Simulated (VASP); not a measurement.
# Cd in VASP: notebook

The runs below take Cd through single point, with PBE.

All numbers are computed with VASP 6.6.1; they aren't measurements. Logs are shortened: lines on timing, memory, paths and dates and some standing lists are left out, and cuts for length are marked.

## (1) The cell of the first run

The typed cell holds 1 atom: a = 3.267 Å, b = 3.226 Å, c = 3.274 Å, α = 59.07°, β = 60.22°, γ = 59.47°.

## (2) Single point, PBE (the cell strained at random)

INCAR

```
SYSTEM = Cd
ALGO = Fast ; EDIFF = 1E-7
ENCUT = 520 ; GGA = PE
ISIF = 2 ; ISMEAR = 0
LASPH = .True. ; LCHARG = .True.
LELF = .True. ; LREAL = .False.
LVHAR = .True. ; LWAVE = .False.
NBANDS = 12 ; NELM = 60
PREC = Accurate ; SIGMA = 0.1
```

KPOINTS

```
k-points
0
Gamma
  14 14 14
  0 0 0
```

POSCAR

```
Cd
1.0
   -0.0007985339      2.3056335761      2.3144396306
    2.2889752715      0.0412132224      2.2724278744
    2.3278372551      2.3024838035      0.0023512387
Cd
1
Direct
    0.0000000000      0.0000000000      0.0000000000
```

Potentials or basis: VASP PAW PBE potentials, release 64 (Cd).

Run with:

```console
$ cat potpaw_PBE.64/Cd/POTCAR > POTCAR
$ mpirun -np 1 vasp_std > vasp.out
```

OUTCAR:

```text
SYSTEM = Cd
   EDIFF = 1E-7
   ENCUT = 520
   GGA = PE
   ISIF = 2
   ISMEAR = 0
   LASPH = .True.
   LREAL = .False.
   NELM = 60
   PREC = Accurate

 ion  position               nearest neighbor table
   1  0.000  0.000  0.000-

  LATTYP: Found a triclinic cell.
 ALAT       =     5.6711115629
 B/A-ratio  =     0.5760583423
 C/A-ratio  =     0.8142915546
 COS(alpha) =     0.0005116446
 COS(beta)  =     0.4143761496
 COS(gamma) =     0.8653841092

  Lattice vectors:

 A1 = (  -2.3294343229,   2.3087833487,   4.6265280225)
 A2 = (  -0.0007985339,   2.3056335761,   2.3144396306)
 A3 = (  -4.6176110605,  -0.0380634498,   0.0396605175)

Analysis of symmetry for initial positions (statically):
=====================================================================
 Subroutine PRICEL returns:
 Original cell was already a primitive cell.

 Routine SETGRP: Setting up the symmetry group for a
 triclinic supercell.

 Subroutine GETGRP returns: Found  2 space group operations
 (whereof  2 operations were pure point group operations)
 out of a pool of  2 trial point group operations.

The static configuration has the point symmetry S_2 .

Analysis of symmetry for dynamics (positions and initial velocities):
=====================================================================
 Subroutine PRICEL returns:
 Original cell was already a primitive cell.

 Routine SETGRP: Setting up the symmetry group for a
 triclinic supercell.

 Subroutine GETGRP returns: Found  2 space group operations
 (whereof  2 operations were pure point group operations)
 out of a pool of  2 trial point group operations.

The dynamic configuration has the point symmetry S_2 .

 Subroutine INISYM returns: Found  2 space group operations
 (whereof  2 operations are pure point group operations),
 and found     1 'primitive' translations

----------------------------------------------------------------------------------------

                                     Primitive cell

  volume of cell :      24.1640

  direct lattice vectors                    reciprocal lattice vectors
    -0.000798534  2.305633576  2.314439631    -0.216525684  0.218691253  0.214136154
     2.288975272  0.041213222  2.272427874     0.220308465 -0.222961252  0.222188933
     2.327837255  2.302483803  0.002351239     0.212878486  0.219314053 -0.218406152

  length of vectors
[... 86 lines left out ...]
   ISIF   =      2    stress and relaxation
   ISYM   =      2    0-nonsym 1-usesym 2-fastsym
   POTIM  = 0.5000    time-step for ionic-motion
   TEBEG  =    0.0;   TEEND  =   0.0 temperature during run
   PSTRESS=    0.0 pullay stress
   NELECT =      12.0000    total number of electrons
   NUPDOWN=      -1.0000    fix difference up-down
   EMIN   =  10.00;   EMAX   =-10.00  energy-range for DOS
   EFERMI =   0.00;   METHOD = LEGACY
   ISMEAR =     0;   SIGMA  =   0.10  broadening in eV -4-tet -1-fermi 0-gaus
   EFERMI_NEDOS =   21; number of points for ismear=-14 and -15
   IALGO  =     68    algorithm
   IMIX   =      4    mixing-type and parameters
     AMIX     =   0.40;   BMIX     =  1.00
     AMIX_MAG =   1.60;   BMIX_MAG =  1.00
  volume/ion in A,a.u.               =      24.16       163.07
  Fermi-wavevector in a.u.,A,eV,Ry     =   1.296419  2.449877 22.867354  1.680703
  Thomas-Fermi vector in A             =   2.427877
   LORBIT       =      0    0 simple, 1 ext, 2 COOP (PROOUT), +10 PAW based schemes
   GGA     = PE    functional components
   LHFCALC =     F    Hartree Fock is set to
   AEXX    =    0.0000 exact exchange contribution
   IVDW    =     0    specifies the selected vdW correction
   LEPSILON=     F    determine dielectric tensor
   LRPA    =     F    only Hartree local field effects (RPA)
 non-spin polarized calculation
 RMM-DIIS sequential band-by-band and
 Gauss-broadening in eV      SIGMA  =   0.10
  energy-cutoff  :      520.00
  volume of cell :       24.16
 maximum number of plane-waves:       664
   NGX = 13   NGY = 11   NGZ = 13

 number of electron      12.0000005 magnetization

 Free energy of the ion-electron system (eV)
  ---------------------------------------------------
  ext. energy  EPLUGINS =         0.00000000
  ---------------------------------------------------
  free energy    TOTEN  =        -0.73696570 eV

  energy without entropy =       -0.73560391  energy(sigma->0) =       -0.73628481

 E-fermi :   2.1095     XC(G=0): -10.4592

 val. band max:        2.1034593895   @ k =  -0.2143   0.2857   0.4286
 cond. band min:       2.1146037125   @ k =  -0.4286   0.0000   0.4286
 fundamental gap:      0.0111443230
 Fermi energy:         2.1094880001

 k-point     1 :       0.0000    0.0000    0.0000
  band No.  band energies     occupation
      1      -6.7871      2.00000
      2      -6.7711      2.00000
      3      -6.7070      2.00000
      4      -6.4001      2.00000
      5      -6.3769      2.00000
      6      -5.9242      2.00000
      7      15.5136      0.00000
      8      15.7714      0.00000
      9      15.8422      0.00000
     10      16.8146      0.00000
     11      19.0626      0.00000
     12      19.1221      0.00000
[... 331 lines left out ...]
 k-point    24 :       0.0714    0.1429    0.0000
  band No.  band energies     occupation
      1      -6.7920      2.00000
      2      -6.6982      2.00000
      3      -6.6714      2.00000
      4      -6.4568      2.00000
      5      -6.3685      2.00000
      6      -5.4540      2.00000
      7      13.3605      0.00000
      8      14.0635      0.00000
      9      14.7405      0.00000
     10      16.0009      0.00000
     11      18.6124      0.00000
     12      19.9092      0.00000

 [... further k-points ...]

------------------------ aborting loop because EDIFF is reached ----------------------------------------

  FORCE on cell =-STRESS in cart. coord.  units (eV):
  Direction    XX          YY          ZZ          XY          YZ          ZX
  --------------------------------------------------------------------------------------
  -------------------------------------------------------------------------------------
  Total       -0.3317351     -0.2687258     -0.2888226     -0.0521260     -0.0638042      0.0544426
  in kB      -21.9954444    -17.8176589    -19.1501686     -3.4561785     -4.2304880      3.6097765
  external PRESSURE =     -19.6544239 kB  Pullay stress =       0.0000000 kB

 VOLUME and BASIS-vectors are now :
 -----------------------------------------------------------------------------
  energy-cutoff  :      520.00
  volume of cell :       24.16
      direct lattice vectors                 reciprocal lattice vectors
    -0.000798534  2.305633576  2.314439631    -0.216525684  0.218691253  0.214136154
     2.288975272  0.041213222  2.272427874     0.220308465 -0.222961252  0.222188933
     2.327837255  2.302483803  0.002351239     0.212878486  0.219314053 -0.218406152

 POSITION                                       TOTAL-FORCE (eV/Angst)
 -----------------------------------------------------------------------------------
      0.00000      0.00000      0.00000         0.000000     -0.000000      0.000000
 -----------------------------------------------------------------------------------
    total drift:                               -0.000000      0.000000     -0.000000

  FREE ENERGIE OF THE ION-ELECTRON SYSTEM (eV)
  ---------------------------------------------------
  free  energy   TOTEN  =        -0.7369656993 eV

  energy  without entropy=       -0.7356039132  energy(sigma->0) =       -0.73628481
```

stdout:

```text
POSCAR found type information on POSCAR Cd
 POSCAR found :  1 types and       1 ions
 scaLAPACK will be used
 LDA part: xc-table for (Slater+PW92), standard interpolation
 POSCAR, INCAR and KPOINTS ok, starting setup
 FFT: planning ... GRIDC
 FFT: planning ... GRID_SOFT
 FFT: planning ... GRID
 WAVECAR not read
 entering main loop
```

Wall time 2.1 min (1 thread of Intel Xeon Platinum 8488C (Sapphire Rapids), shared host); peak memory 0.46 GiB.

Results:

```
Free energy            : -0.7370 eV
Pressure               : -2.0 GPa
Band gap on the k mesh : zero (bands 6 and 7 overlap by 2.96 eV)
```

Stress tensor (GPa, compression positive):
```
-2.20 -0.35  0.36
-0.35 -1.78 -0.42
 0.36 -0.42 -1.92
```

Levels at points of the mesh, in eV from the Fermi level:
```tsv
k point	band 2	band 3	band 4	band 5	band 6	band 7	band 8	band 9	band 10	band 11
(0.00, 0.00, 0.00)	-8.88	-8.82	-8.51	-8.49	-8.03	13.40	13.66	13.73	14.71	16.95
(0.50, 0.00, 0.00)	-8.90	-8.81	-8.23	-8.18	-1.95	-1.55	11.59	11.97	12.88	15.38
(0.00, 0.50, 0.00)	-8.87	-8.85	-8.19	-8.18	-1.77	-1.12	11.21	11.40	12.48	15.10
(0.50, 0.50, 0.00)	-9.29	-8.22	-8.13	-8.11	-0.51	1.08	6.21	6.72	10.09	10.60
(0.00, 0.00, 0.50)	-8.89	-8.82	-8.23	-8.18	-1.93	-1.51	11.72	11.83	12.79	15.48
(0.50, 0.00, 0.50)	-9.29	-8.22	-8.13	-8.11	-0.46	1.15	6.15	6.67	10.02	10.55
(0.00, 0.50, 0.50)	-9.29	-8.22	-8.12	-8.12	-0.59	0.94	6.28	6.87	10.16	10.75
(0.50, 0.50, 0.50)	-8.91	-8.80	-8.22	-8.19	-1.94	-1.54	11.56	11.93	12.93	15.35
```

Caveat: the cell differs from its parent crystal (the cell strained at random).

## (3) Single point, PBE (the cell strained at random)

INCAR

```
ALGO = Fast ; EDIFF = 1E-6
ENCUT = 520 ; GGA = PE
ISIF = 2 ; ISMEAR = 0
LASPH = T ; LCHARG = F
LREAL = F ; LWAVE = F
NBANDS = 12 ; NELM = 60
PREC = Accurate ; SIGMA = 0.1
```

KPOINTS

```
k-points
0
Gamma
  14 14 14
```

POSCAR

```
Cd
1.0
    0.0109576598      2.2812782919      2.2872229332
    2.3719118907     -0.0101591259      2.3083397188
    2.3398818083      2.2703649951      0.0218709565
Cd
1
Direct
    0.0000000000      0.0000000000      0.0000000000
```

Potentials or basis: VASP PAW PBE potentials, release 64 (Cd).

Run with:

```console
$ cat potpaw_PBE.64/Cd/POTCAR > POTCAR
$ mpirun -np 1 vasp_std > vasp.out
```

Run time: 2.4 min. Hardware: 1 thread of Intel Xeon Platinum 8488C (Sapphire Rapids), shared host; peak memory 0.46 GiB.

The run converged. Its results:

| Quantity | Value |
| --- | --- |
| Free energy | -0.7313 eV |
| Pressure | -2.3 GPa |
| Band gap on the k mesh | zero (bands 6 and 7 overlap by 3.16 eV) |

Stress tensor (GPa, compression positive):
```
-3.22  0.14 -0.32
 0.14 -1.78  0.00
-0.32  0.00 -1.93
```

Levels at points of the mesh, in eV from the Fermi level:
```
           k point  band 2  band 3  band 4  band 5  band 6  band 7  band 8  band 9  band 10  band 11
(0.00, 0.00, 0.00)   -8.79   -8.79   -8.50   -8.43   -7.92   13.33   13.63   13.90    14.23    16.81
(0.50, 0.00, 0.00)   -8.86   -8.77   -8.19   -8.15   -1.81   -1.38   11.08   11.78    12.79    14.93
(0.00, 0.50, 0.00)   -8.83   -8.79   -8.21   -8.16   -1.89   -1.59   11.47   12.00    12.83    15.28
(0.50, 0.50, 0.00)   -9.23   -8.20   -8.12   -8.07   -0.37    1.18    6.18    6.47    10.00    10.31
(0.00, 0.00, 0.50)   -8.86   -8.77   -8.17   -8.16   -1.77   -1.28   10.90   11.72    12.69    14.77
(0.50, 0.00, 0.50)   -9.23   -8.20   -8.12   -8.07   -0.34    1.22    6.01    6.56     9.83    10.40
(0.00, 0.50, 0.50)   -9.23   -8.20   -8.11   -8.10   -0.69    0.65    6.72    6.74    10.53    10.59
(0.50, 0.50, 0.50)   -8.85   -8.78   -8.20   -8.15   -1.86   -1.49   11.28   11.90    12.81    15.11
```

Caveat: the cell differs from its parent crystal (the cell strained at random).

## (4) Single point, PBE

This run uses another cell than the first one, of 21.83 Å³/atom.

INCAR

```
  PREC = Accurate
  ENCUT = 520
  EDIFF = 1E-6
  ISMEAR = 0
  SIGMA = 0.1
  LREAL = F
  LASPH = T
  NELM = 80
  ALGO = Normal
  ISIF = 2
  LWAVE = F
  LCHARG = T
  GGA = PE
  LELF = T
  LVHAR = T
  NBANDS = 12
```

KPOINTS

```
Automatic mesh
0
Gamma
  14 14 14
```

POSCAR

```
Cd
1.0
    0.0000000000      2.2181497500      2.2181497500
    2.2181497500      0.0000000000      2.2181497500
    2.2181497500      2.2181497500      0.0000000000
Cd
1
Direct
    0.0101435893      0.0101435893     -0.0101435893
```

Run with:

```console
$ cat potpaw_PBE.64/Cd/POTCAR > POTCAR
$ mpirun -np 1 vasp_std > vasp.out
```

It took 28 s on 1 thread of Intel Xeon 8259CL, shared host; peak memory 0.15 GiB.

It converged, with:

```
Free energy            : -0.7399 eV
Pressure               : 2.4 GPa
Band gap on the k mesh : zero (bands 6 and 7 overlap by 2.72 eV)
```

Levels at points of the mesh, in eV from the Fermi level:
| k point | band 3 | band 4 | band 5 | band 6 | band 7 | band 8 | band 9 | band 10 |
| --- | --- | --- | --- | --- | --- | --- | --- | --- |
| (0.00, 0.00, 0.00) | -9.11 | -8.76 | -8.66 | -8.66 | 13.92 | 14.98 | 14.98 | 14.98 |
| (0.50, 0.00, 0.00) | -9.11 | -8.29 | -8.29 | -2.30 | -1.30 | 12.57 | 12.57 | 13.03 |
| (0.50, 0.50, 0.00) | -8.31 | -8.19 | -8.19 | -0.78 | 1.41 | 6.82 | 6.82 | 11.07 |

## (5) Overview

```csv
cell,gap on the mesh (eV),pressure (GPa)
"a = 3.267, b = 3.226, c = 3.274 Å, angles 59.1, 60.2, 59.5°, 1 atom",none,-2.0
"a = 3.230, b = 3.310, c = 3.260 Å, angles 58.9, 60.1, 60.4°, 1 atom",none,-2.3
"a = 3.137 Å, angles 60.0°, 1 atom",none,2.4
```

Alike in all rows: task single point; level PBE; potentials or basis VASP PAW PBE potentials, release 64 (Cd); no spin polarisation; k mesh 14 × 14 × 14; cutoff (eV) 520; smearing gaussian 0.1 eV.

Absolute energies hang on the potentials; compare differences alone.
